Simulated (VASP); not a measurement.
# CdF2 (Fm-3m) in VASP: settings compared, part 2 of 2

VASP 6.6.1. The steps go on from the part before.

### 4 Single point, r2SCAN

This run uses another cell than the first one, of 13.72 Å³/atom.

The input, POSCAR:

```
CdF2
1.0
    0.0000000000      2.7407274121      2.7407274121
    2.7407274121      0.0000000000      2.7407274121
    2.7407274121      2.7407274121      0.0000000000
Cd F
1 2
Direct
    0.0000000000      0.0000000000      0.0000000000
    0.2500000000      0.2500000000      0.2500000000
    0.7500000000      0.7500000000      0.7500000000
```

The input, INCAR.step1:

```
SYSTEM = CdF2
PREC     = Accurate       ! precision mode
ENCUT    = 520            ! plane-wave cutoff, eV
ISMEAR   = 0              ! smearing method
SIGMA    = 0.05           ! smearing width, eV
LREAL    = .FALSE.        ! projectors in reciprocal space
LASPH    = .TRUE.         ! aspherical terms in the spheres
NELM     = 60             ! most SCF steps
NBANDS   = 20             ! bands
GGA      = PE             ! functional
ALGO     = Normal         ! electronic algorithm
EDIFF    = 1E-4           ! SCF threshold, eV
LWAVE    = .TRUE.         ! write WAVECAR
LCHARG   = .FALSE.        ! write CHGCAR
```

The input, INCAR.step2:

```
SYSTEM = CdF2
PREC     = Accurate       ! precision mode
ENCUT    = 520            ! plane-wave cutoff, eV
EDIFF    = 1E-6           ! SCF threshold, eV
ISMEAR   = 0              ! smearing method
SIGMA    = 0.05           ! smearing width, eV
LREAL    = .FALSE.        ! projectors in reciprocal space
LASPH    = .TRUE.         ! aspherical terms in the spheres
NELM     = 60             ! most SCF steps
ALGO     = Normal         ! electronic algorithm
ISIF     = 2              ! what is computed and relaxed
LWAVE    = .FALSE.        ! write WAVECAR
LCHARG   = .FALSE.        ! write CHGCAR
METAGGA  = R2SCAN         ! meta-GGA
LMIXTAU  = .TRUE.       
NBANDS   = 20             ! bands
ISTART   = 1
```

The input, KPOINTS:

```
Automatic mesh
0
G
  8 8 8
  0 0 0
```

Potentials or basis: VASP PAW PBE potentials, release 64 (Cd, F).

Command:

```
$ cat potpaw_PBE.64/Cd/POTCAR potpaw_PBE.64/F/POTCAR > POTCAR
$ cp INCAR.step1 INCAR
$ mpirun -np 1 vasp_std > vasp.out
$ cp INCAR.step2 INCAR
$ mpirun -np 1 vasp_std > vasp.out
```

OUTCAR:

```text
SYSTEM = CdF2
   PREC = Accurate
   ENCUT = 520
   EDIFF = 1E-6
   ISMEAR = 0
   LREAL = .FALSE.
   LASPH = .TRUE.
   NELM = 60
   ISIF = 2
   METAGGA = R2SCAN
   ISTART = 1

 ion  position               nearest neighbor table
   1  0.000  0.000  0.000-   3 2.37   3 2.37   3 2.37   2 2.37   3 2.37   2 2.37   2 2.37   2 2.37

   2  0.250  0.250  0.250-   1 2.37   1 2.37   1 2.37   1 2.37
   3  0.750  0.750  0.750-   1 2.37   1 2.37   1 2.37   1 2.37

  LATTYP: Found a face centered cubic cell.
 ALAT       =     5.4814548242

  Lattice vectors:

 A1 = (   0.0000000000,   2.7407274121,   2.7407274121)
 A2 = (   2.7407274121,   0.0000000000,   2.7407274121)
 A3 = (   2.7407274121,   2.7407274121,   0.0000000000)

Analysis of symmetry for initial positions (statically):
=====================================================================
 Subroutine PRICEL returns:
 Original cell was already a primitive cell.

 Routine SETGRP: Setting up the symmetry group for a
 face centered cubic supercell.

 Subroutine GETGRP returns: Found 48 space group operations
 (whereof 48 operations were pure point group operations)
 out of a pool of 48 trial point group operations.

The static configuration has the point symmetry O_h .

Analysis of symmetry for dynamics (positions and initial velocities):
=====================================================================
 Subroutine PRICEL returns:
 Original cell was already a primitive cell.

 Routine SETGRP: Setting up the symmetry group for a
 face centered cubic supercell.

 Subroutine GETGRP returns: Found 48 space group operations
 (whereof 48 operations were pure point group operations)
 out of a pool of 48 trial point group operations.

The dynamic configuration has the point symmetry O_h .

[... 114 lines left out ...]
   EFERMI =   0.00;   METHOD = LEGACY
   ISMEAR =     0;   SIGMA  =   0.05  broadening in eV -4-tet -1-fermi 0-gaus
   EFERMI_NEDOS =   21; number of points for ismear=-14 and -15
   IALGO  =     38    algorithm
   IMIX   =      4    mixing-type and parameters
     AMIX     =   0.40;   BMIX     =  1.00
     AMIX_MAG =   1.60;   BMIX_MAG =  1.00
  volume/ion in A,a.u.               =      13.72        92.62
  Fermi-wavevector in a.u.,A,eV,Ry     =   1.404505  2.654131 26.839337  1.972636
  Thomas-Fermi vector in A             =   2.527060
   LORBIT       =      0    0 simple, 1 ext, 2 COOP (PROOUT), +10 PAW based schemes
   METAGGA = R2SCAN    functional components
   LHFCALC =     F    Hartree Fock is set to
   AEXX    =    0.0000 exact exchange contribution
   IVDW    =     0    specifies the selected vdW correction
   LEPSILON=     F    determine dielectric tensor
   LRPA    =     F    only Hartree local field effects (RPA)
 non-spin polarized calculation
 Gauss-broadening in eV      SIGMA  =   0.05
  energy-cutoff  :      520.00
  volume of cell :       41.17
 maximum number of plane-waves:      1124
 NGX is ok and might be reduce to    30
   NGX = 15   NGY = 15   NGZ = 15

 number of electron      25.9999995 magnetization

 Free energy of the ion-electron system (eV)
  ---------------------------------------------------
  ext. energy  EPLUGINS =         0.00000000
  ---------------------------------------------------
  free energy    TOTEN  =       -33.69958827 eV

  energy without entropy =      -33.69958827  energy(sigma->0) =      -33.69958827

 E-fermi :  -1.9534     XC(G=0): -10.7509

 val. band max:       -2.2368534596   @ k =  -0.2500   0.5000   0.2500
 cond. band min:       1.3267742391   @ k =   0.0000   0.0000   0.0000
 fundamental gap:      3.5636276987
 Fermi energy:        -1.9533964620

 k-point     1 :       0.0000    0.0000    0.0000
  band No.  band energies     occupation
      1     -23.9011      2.00000
      2     -22.9673      2.00000
      3      -7.7312      2.00000
      4      -7.7312      2.00000
      5      -7.7312      2.00000
      6      -6.7158      2.00000
[... 541 lines left out ...]
     19      16.8705      0.00000
     20      20.6063      0.00000

 [... further k-points ...]

------------------------ aborting loop because EDIFF is reached ----------------------------------------

  FORCE on cell =-STRESS in cart. coord.  units (eV):
  Direction    XX          YY          ZZ          XY          YZ          ZX
  --------------------------------------------------------------------------------------
  -------------------------------------------------------------------------------------
  Total       -1.1352096     -1.1352096     -1.1352096      0.0000000      0.0000000     -0.0000000
  in kB      -44.1732245    -44.1732245    -44.1732245      0.0000000      0.0000000     -0.0000000
  external PRESSURE =     -44.1732245 kB  Pullay stress =       0.0000000 kB

 VOLUME and BASIS-vectors are now :
 -----------------------------------------------------------------------------
  energy-cutoff  :      520.00
  volume of cell :       41.17
      direct lattice vectors                 reciprocal lattice vectors
     0.000000000  2.740727412  2.740727412    -0.182433320  0.182433320  0.182433320
     2.740727412  0.000000000  2.740727412     0.182433320 -0.182433320  0.182433320
     2.740727412  2.740727412  0.000000000     0.182433320  0.182433320 -0.182433320

 POSITION                                       TOTAL-FORCE (eV/Angst)
 -----------------------------------------------------------------------------------
      0.00000      0.00000      0.00000        -0.000000     -0.000000      0.000000
      1.37036      1.37036      1.37036         0.000000      0.000000      0.000000
      4.11109      4.11109      4.11109        -0.000000     -0.000000     -0.000000
 -----------------------------------------------------------------------------------
    total drift:                                0.000000     -0.000000      0.000000

  FREE ENERGIE OF THE ION-ELECTRON SYSTEM (eV)
  ---------------------------------------------------
  free  energy   TOTEN  =       -33.6995882708 eV

  energy  without entropy=      -33.6995882708  energy(sigma->0) =      -33.69958827
```

OSZICAR.step1:

```text
N       E                     dE             d eps       ncg     rms          rms(c)
DAV:   1     0.200455644130E+03    0.20046E+03   -0.15475E+04  1192   0.131E+03
DAV:   2    -0.345657160715E+01   -0.20391E+03   -0.19501E+03  1272   0.342E+02
DAV:   3    -0.126446197202E+02   -0.91880E+01   -0.91657E+01  1328   0.788E+01
DAV:   4    -0.126879951581E+02   -0.43375E-01   -0.43374E-01  1248   0.551E+00
DAV:   5    -0.126881557665E+02   -0.16061E-03   -0.16061E-03  1312   0.299E-01    0.964E+00
DAV:   6    -0.108783461033E+02    0.18098E+01   -0.41811E+00  1480   0.390E+01    0.689E+00
DAV:   7    -0.109243484461E+02   -0.46002E-01   -0.93710E-01  1192   0.865E+00    0.391E+00
DAV:   8    -0.109144212707E+02    0.99272E-02   -0.15733E-01  1184   0.356E+00    0.748E-01
DAV:   9    -0.109045490643E+02    0.98722E-02   -0.37550E-02  1380   0.221E+00    0.959E-02
DAV:  10    -0.109051005835E+02   -0.55152E-03   -0.30282E-03  1216   0.636E-01    0.128E-01
DAV:  11    -0.109052081428E+02   -0.10756E-03   -0.20399E-04   988   0.147E-01    0.455E-02
DAV:  12    -0.109052309486E+02   -0.22806E-04   -0.58687E-05   944   0.647E-02
   1 F= -.10905231E+02 E0= -.10905231E+02  d E =-.138839E-10
```

Run time: 48 s. Hardware: 1 thread of Intel Xeon 6975P-C (Granite Rapids), shared host; peak memory 0.18 GiB.

What came out:

| Quantity | Value |
| --- | --- |
| Free energy | -33.6996 eV |
| Pressure | -4.4 GPa |
| Band gap on the k mesh | 3.56 eV (least direct gap 4.13 eV) |

Caveat: the cell stands under tension; the PAW data sets were made with another functional, which shifts forces and pressure a little. r2SCAN opens gaps a little over a GGA but as a rule still falls short of measured ones.

### 5 Single point, PBEsol, collinear spin, zero start

The input, INCAR:

```
PREC = Accurate ; ENCUT = 520
EDIFF = 1E-6 ; ISMEAR = -1
SIGMA = 0.15 ; LREAL = False
LASPH = True ; NELM = 150
ALGO = Normal ; ISIF = 2
LWAVE = False ; LCHARG = False
ISPIN = 2 ; MAGMOM = 0 0 0
LORBIT = 11 ; GGA = PS
NBANDS = 24
```

The input, KPOINTS:

```
regular mesh
0
Gamma
  8 8 8
```

The input, POSCAR:

```
CdF2
1.0
    0.0000000000      2.6940984906      2.6940984906
    2.6940984906      0.0000000000      2.6940984906
    2.6940984906      2.6940984906      0.0000000000
Cd F
1 2
Direct
    0.0000000000      0.0000000000      0.0000000000
    0.2500000000      0.2500000000      0.2500000000
    0.7500000000      0.7500000000      0.7500000000
```

Command:

```
$ cat potpaw_PBE.64/Cd/POTCAR potpaw_PBE.64/F/POTCAR > POTCAR
$ mpirun -np 1 vasp_std > vasp.out
```

Run time: 24 s. Hardware: 1 thread of Intel Xeon 6975P-C (Granite Rapids), shared host; peak memory 0.19 GiB.

Results (log left out):

* Free energy: -11.5931 eV
* Pressure: 0.5 GPa
* Band gap on the k mesh: 2.90 eV (least direct gap 3.39 eV)
* Net moment: 0.00 μB per cell
* Valence electrons inside the program's atomic spheres: Cd 10.12; F 6.06

Levels at points of the mesh, in eV from the valence-band top:
Spin up:
```
           k point  band 9  band 10  band 11  band 12  band 13  band 14  band 15  band 16  band 17  band 18
(0.00, 0.00, 0.00)   -0.99    -0.99    -0.49    -0.49    -0.49     2.90    12.50    12.50    12.50    17.39
(0.50, 0.00, 0.00)   -2.33    -1.88    -1.88    -0.39    -0.39     7.05     8.97    14.31    14.31    17.98
(0.50, 0.50, 0.00)   -3.02    -3.02    -0.51    -0.09    -0.09     7.88     9.46    11.69    14.11    14.11
```
Spin down:
```tsv
k point	band 11	band 12	band 13	band 14	band 15	band 16
(0.00, 0.00, 0.00)	-0.49	-0.49	-0.49	2.90	12.50	12.50
(0.50, 0.00, 0.00)	-1.88	-0.39	-0.39	7.05	8.97	14.31
(0.50, 0.50, 0.00)	-0.51	-0.09	-0.09	7.88	9.46	11.69
```

Caveat: the PAW data sets were made with another functional, which shifts forces and pressure a little.

### 6 Summary

| level | spin | cell | smearing | gap on the mesh (eV) | pressure (GPa) |
| --- | --- | --- | --- | --- | --- |
| r2SCAN+D3(BJ) | off | a = 3.810 Å, angles 60.0°, 3 atoms | gaussian 0.05 eV | 3.75 | 0.0 |
| r2SCAN | off | a = 3.831 Å, angles 60.0°, 3 atoms | gaussian 0.05 eV | 3.69 | -0.9 |
| r2SCAN | off | a = 3.876 Å, angles 60.0°, 3 atoms | gaussian 0.05 eV | 3.56 | -4.4 |
| PBEsol | collinear, zero start | a = 3.810 Å, angles 60.0°, 3 atoms | fermi-dirac 0.15 eV | 2.90 | 0.5 |

Alike in all rows: task single point; potentials or basis VASP PAW PBE potentials, release 64 (Cd, F); k mesh 8 × 8 × 8; cutoff (eV) 520.

Caveats: the PAW data sets were made with another functional, which shifts forces and pressure a little; the cell stands under tension (at least some runs).

Total energies depend on the potentials used, so only differences within one code and one set of settings carry meaning.
